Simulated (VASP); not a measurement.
Set up this calculation in VASP 6.6.1, as the native input.

* Task: single point
* Functional: PBE
* Dispersion: D3(BJ)
* Potentials or basis: VASP PAW PBE potentials, release 64 (C)
* Cutoff: 520 eV
* k mesh: 21 × 21 × 1
* Occupations: gaussian, width 0.1 eV
* Spin: no spin polarisation
* Dipole correction: yes
* Further INCAR settings: ALGO = Normal; EDIFF = 1e-06; NBANDS = 11

The structure of C lies in POSCAR:

```
C
1.0
    2.4649574482      0.0000000000      0.0000000000
   -1.2324787241      2.1347157694      0.0000000000
    0.0000000000      0.0000000000     26.0024170307
C
2
Direct
    0.6666666667      0.3333333333      0.4999767615
    0.3333333333      0.6666666667      0.5000232385
```

The input as run:

INCAR

```
  PREC = Accurate
  ENCUT = 520
  EDIFF = 1E-6
  ISMEAR = 0
  SIGMA = 0.1
  LREAL = False
  LASPH = True
  NELM = 80
  ALGO = Normal
  ISIF = 2
  LWAVE = False
  LCHARG = True
  LDIPOL = True
  IDIPOL = 3
  DIPOL = 0.5 0.5 0.500
  GGA = PE
  IVDW = 12
  LELF = True
  LVHAR = True
  LVACPOTAV = True
  NBANDS = 11
```

KPOINTS

```
Automatic mesh
0
Gamma
  21 21 1
```

Potentials or basis: VASP PAW PBE potentials, release 64 (C).

Run with:

```bash
$ cat potpaw_PBE.64/C/POTCAR > POTCAR
$ mpirun -np 1 vasp_std > vasp.out
```

Results of the run:

The largest force is 0.020 eV/Å. The band gap on the k mesh is zero (filled and empty bands touch) and the dispersion energy per atom is -0.089 eV.

Run time: 80 s on 1 thread of Intel(R) Xeon(R) Platinum 8488C (Sapphire Rapids), with other jobs on the host, peak memory 0.26 GiB.
